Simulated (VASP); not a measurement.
Here is a VASP 6.6.1 calculation.

The input INCAR:

```
ALGO     = Normal         # electronic algorithm
EDIFF    = 1E-6           # SCF threshold, eV
ENCUT    = 500            # plane-wave cutoff, eV
GGA      = PE             # functional
GGA_COMPAT= False        
ISIF     = 2              # what is computed and relaxed
ISMEAR   = 0              # smearing method
IVDW     = 12             # dispersion correction
LASPH    = True           # aspherical terms in the spheres
LCHARG   = False          # write CHGCAR
LREAL    = False          # projectors in reciprocal space
LWAVE    = False          # write WAVECAR
NBANDS   = 19             # bands
NELM     = 120            # most SCF steps
PREC     = Accurate       # precision mode
SIGMA    = 0.05           # smearing width, eV
```

File KPOINTS:

```
k-points
0
Gamma
  10 10 10
```

File POSCAR:

```
BiIr
1.0
    0.0000000000      3.0674769725      3.0674769725
    3.0674769725      0.0000000000      3.0674769725
    3.0674769725      3.0674769725      0.0000000000
Ir Bi
1 1
Direct
    0.0000000000      0.0000000000      0.0000000000
    0.2500000000      0.2500000000      0.2500000000
```

Potentials or basis: VASP PAW PBE potentials, release 64 (Ir, Bi_d).

Launch:

```bash
$ cat potpaw_PBE.64/Ir/POTCAR potpaw_PBE.64/Bi_d/POTCAR > POTCAR
$ mpirun -np 1 vasp_std > vasp.out
```

What does it give for the pressure?

-2.6 GPa.

What does it give for the band gap on the k mesh?

Zero (band 12 reaches 7.48 eV, above the bottom of band 13 at 4.68 eV).

Caveat: spin-orbit coupling is left out, which moves the levels of the heavy elements; pairwise dispersion overbinds metals, which lowers pressure and volume.
